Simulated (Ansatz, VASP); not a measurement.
## Two plane-wave programs on Hf

```xyz
2
Lattice="3.2696 0.0000 0.0000 -1.6348 2.8316 0.0000 0.0000 0.0000 5.1732" Properties=species:S:1:pos:R:3 pbc="T T T"
Hf    0.0000    1.8877    1.2933
Hf    1.6348    0.9439    3.8799
```

Alike in both runs: task single point; functional PBEsol; k mesh 12 × 12 × 7; no spin polarisation.

|  | VASP | Ansatz |
| --- | --- | --- |
| version | VASP 6.6.1 | Ansatz 0.2.0 |
| potentials or method | VASP PAW PBE potentials, release 64 (Hf_pv), cutoff 500 eV | plane waves, PAW |
| occupations | methfessel-paxton of order 1, width 0.15 eV | cold, width 0.15 eV |
| valence electrons in the cell | 20 | 52 |

VASP gave:

| Item | Value |
| --- | --- |
| pressure (GPa) | -10.2 |
| traceless stress, the component that is largest in VASP (GPa) | -0.24 |

Which values does Ansatz return?

Pressure (GPa): -9.8; traceless stress, the component that is largest in VASP (GPa): -0.25.

VASP's potentials were made for PBE, not for PBEsol. VASP's potentials hold 20 valence electrons a cell and Ansatz's 52, so a difference there can come from the potentials and not from the codes.

Neither program's run includes spin-orbit coupling.
